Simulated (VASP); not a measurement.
The system is Sn.

```
Sn
1.0
     0.00000    3.32732    3.32732
     3.32732    0.00000    3.32732
     3.32732    3.32732    0.00000
Sn
2
Direct
  0.00000 0.00000 0.00000
  0.25000 0.25000 0.25000
```

| Quantity | Value |
| --- | --- |
| Program | VASP 6.6.1 |
| Task | relaxation of cell and atoms |
| Functional | PBEsol |
| Potentials or basis | VASP PAW PBE potentials, release 64 (Sn_d) |
| Cutoff | 600 eV |
| k mesh | 12 × 12 × 12 |
| Occupations | gaussian, width 0.1 eV |
| Spin | no spin polarisation |

At the start: pressure -1.9 GPa; volume 36.84 Å³/atom.

**Question.** How do energy, volume and symmetry change on relaxing?

**Answer.** Over 3 steps the energy falls by 11.9 meV/atom and the volume is 34.95 Å³/atom (-5.1 %); space group Fd-3m (No. 227, to 0.05 Å).

The path:
```tsv
step	energy change (eV)	largest force (eV/Å)	pressure (GPa)	volume (Å³)
1	0.0000	0.0000	-1.92	73.67
2	-0.0224	0.0000	0.53	69.06
3	-0.0237	0.0000	0.00	69.91
```

Final structure:
```xyz
2
Lattice="0.0000 3.2696 3.2696 3.2696 0.0000 3.2696 3.2696 3.2696 0.0000" Properties=species:S:1:pos:R:3 pbc="T T T"
Sn    0.0000    0.0000    0.0000
Sn    1.6348    1.6348    1.6348
```

Caveat: the PAW data sets were made with another functional, which shifts forces and pressure a little.
